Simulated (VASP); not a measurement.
GaN (zincblende type):

```xyz
2
Lattice="0.0000 2.1671 2.1671 2.1671 0.0000 2.1671 2.1671 2.1671 0.0000" Properties=species:S:1:pos:R:3 pbc="T T T"
Ga    0.0000    0.0000    0.0000
N     1.0835    1.0835    1.0835
```

| Item | Value |
| --- | --- |
| Program | VASP 6.6.1 |
| Task | relaxation of cell and atoms |
| Functional | LDA |
| Potentials or basis | VASP PAW LDA potentials, release 64 (Ga_d, N) |
| Cutoff | 600 eV |
| k mesh | 17 × 17 × 17 |
| Occupations | fermi-dirac, width 0.05 eV |
| Spin | no spin polarisation |

At the start: pressure 21.3 GPa; volume 10.18 Å³/atom.

Task: Where does the relaxation end?

Result: Over 5 steps the energy falls by 57.9 meV/atom and the volume is 11.11 Å³/atom (+9.2 %); space group F-43m (No. 216, to 0.05 Å).

Step by step:
| step | energy change (eV) | largest force (eV/Å) | pressure (GPa) | volume (Å³) |
| --- | --- | --- | --- | --- |
| 1 | 0.0000 | 0.0000 | 21.30 | 20.35 |
| 2 | 0.0168 | 0.0000 | -16.19 | 24.61 |
| 3 | -0.1158 | 0.0000 | -0.32 | 22.26 |
| 4 | -0.1159 | 0.0000 | 0.08 | 22.23 |
| 5 | -0.1159 | 0.0000 | 0.04 | 22.23 |

Final structure:
```cif
data_structure
_symmetry_space_group_name_H-M 'P 1'
_symmetry_Int_Tables_number 1
_cell_length_a 3.1559
_cell_length_b 3.1559
_cell_length_c 3.1559
_cell_angle_alpha 60.000
_cell_angle_beta 60.000
_cell_angle_gamma 60.000
_cell_volume 22.23
loop_
_atom_site_label
_atom_site_type_symbol
_atom_site_fract_x
_atom_site_fract_y
_atom_site_fract_z
_atom_site_occupancy
Ga1 Ga 0.00000 0.00000 0.00000 1
N1 N 0.25000 0.25000 0.25000 1
```
